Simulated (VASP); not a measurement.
Here is a VASP 6.6.1 calculation.

Contents of INCAR:

```
SYSTEM = TiO2
ALGO = Normal ; EDIFF = 1E-6
EDIFFG = -0.01 ; ENCUT = 600
GGA = PE ; IBRION = 2
ISIF = 3 ; ISMEAR = 0
LASPH = .TRUE. ; LCHARG = .FALSE.
LREAL = .FALSE. ; LWAVE = .FALSE.
NELM = 100 ; NSW = 80
PREC = Accurate ; PSTRESS = 20.0
SIGMA = 0.01
```

File KPOINTS:

```
k-points
0
G
  6 6 6
  0 0 0
```

The input POSCAR:

```
TiO2
1.0
   -1.8921000000      1.8921000000      4.7573000000
    1.8921000000     -1.8921000000      4.7573000000
    1.8921000000      1.8921000000     -4.7573000000
Ti O
2 4
Direct
    0.0000000000      0.0000000000      0.0000000000
    0.7500000000      0.2500000000      0.5000000000
    0.2081000000      0.2081000000      0.0000000000
    0.9581000000      0.4581000000      0.5000000000
    0.5419000000      0.0419000000      0.5000000000
    0.7919000000      0.7919000000      0.0000000000
```

Potentials or basis: VASP PAW PBE potentials, release 64 (Ti_sv, O).

Run with:

```bash
$ cat potpaw_PBE.64/Ti_sv/POTCAR potpaw_PBE.64/O/POTCAR > POTCAR
$ mpirun -np 1 vasp_std > vasp.out
```

(1) What does it give for the relaxed volume?

(2) Estimate the space group after relaxing (to 0.1 Å).

(3) Estimate the relaxed cell.

(4) Predict the band gap on the k mesh.

## Answers

(1) 11.56 Å³/atom.

(2) I4_1/amd (No. 141).

(3) a = 5.514 Å, b = 5.514 Å, c = 5.514 Å, α = 139.74°, β = 139.74°, γ = 58.24°.

(4) 2.14 eV (least direct gap 2.43 eV).

Caveat: the cell is relaxed towards a set pressure, so the run minimises the enthalpy, not the energy.
